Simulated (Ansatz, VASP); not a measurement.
One calculation of TiS2, two programs

The input INCAR:

```
PREC = Accurate ; ENCUT = 400
EDIFF = 1E-8 ; ISMEAR = -1
SIGMA = 0.05 ; LREAL = F
LASPH = T ; NELM = 120
ALGO = Normal ; ISIF = 2
LWAVE = F ; LCHARG = F
GGA = PS ; LEFG = T
NBANDS = 19 ; GGA_COMPAT = F
```

File KPOINTS:

```
regular mesh
0
Gamma
  14 14 7
```

POSCAR

```
TiS2
1.0
    3.4120005726      0.0000000000      0.0000000000
   -1.7060002863      2.9548791736      0.0000000000
    0.0000000000      0.0000000000      5.8089000000
Ti S
1 2
Direct
    0.0000000000      0.0000000000      0.0000000000
    0.3333333333      0.6666666667      0.2500000000
    0.6666666667      0.3333333333      0.7500000000
```

Input for Ansatz:

```yaml
crystal:
  lattice:
    - [3.4120005726, 0.0, 0.0]
    - [-1.7060002863, 2.9548791736, 0.0]
    - [0.0, 0.0, 5.8089]
  atoms:
    - { symbol: Ti, position: [0.0, 0.0, 0.0] }
    - { symbol: S, position: [0.3333333333, 0.6666666667, 0.25] }
    - { symbol: S, position: [0.6666666667, 0.3333333333, 0.75] }
kpoints:
  mp_grid: { grid: [14, 14, 7] }
scf:
  occupations: { method: fermi_dirac, width: 0.05 }
hamiltonian:
  xc: pbesol
  pseudopotentials: { kind: all_electron, datasets: crystal }
output:
  forces: true
  stress: true
  eigenvalues: true
  efg: { contact_densities: true }
```

Change from the starting cell: zz strain of +2 %, crystal datasets.

Alike in both runs: task electric field gradients; functional PBEsol; k mesh 14 × 14 × 7; occupations fermi-dirac, width 0.05 eV; no spin polarisation.

|  | VASP | Ansatz |
| --- | --- | --- |
| version | VASP 6.6.1 | Ansatz 0.2.0 |
| potentials or method | VASP PAW PBE potentials, release 64 (Ti_sv, S), cutoff 400 eV | all-electron PAW with datasets made for the crystal, scalar-relativistic |

Ansatz gave:

* pressure (GPa): -5.2
* traceless stress, the component that is largest in VASP (GPa): -0.08
* rms of the force components (eV/Å): 0.283
* size of Vzz on the site where it differs most (V/Å²): 21.5

Question: Estimate VASP's values.

Answer: Pressure (GPa): -5.3; traceless stress, the component that is largest in VASP (GPa): -0.04; rms of the force components (eV/Å): 0.273; size of Vzz on the site where it differs most (V/Å²): 20.9.

VASP's potentials were made for PBE, not for PBEsol. Atom by atom the forces differ by 0.010 eV/Å (rms over components). Ansatz ran all-electron here, and VASP with PAW potentials.
